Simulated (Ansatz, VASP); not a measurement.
## La in VASP and in Ansatz

```xyz
1
Lattice="3.2086 0.0000 0.0000 0.0000 3.2086 0.0000 0.0000 0.0000 3.2086" Properties=species:S:1:pos:R:3 pbc="T T T"
La    0.0000    0.0000    0.0000
```

Alike in both runs: task single point; functional LDA; k mesh 11 × 11 × 11; occupations fermi-dirac, width 0.1 eV; no spin polarisation.

|  | VASP | Ansatz |
| --- | --- | --- |
| version | VASP 6.6.1 | Ansatz 0.2.0 |
| potentials or method | VASP PAW LDA potentials, release 64 (La), cutoff 520 eV | plane waves (420 eV) with PAW, scalar-relativistic |
| valence electrons in the cell | 11 | 11 |

VASP gave:

```
pressure (GPa) : -1.3
```

**Question.** Which values does Ansatz return?

**Answer.** Pressure (GPa): -1.1.

Ansatz warns that its potentials were made for another functional, while VASP's fit it. LDA's correlation is that of Perdew and Zunger in VASP and of Perdew and Wang (1992) in Ansatz.

Spin-orbit coupling is off throughout.
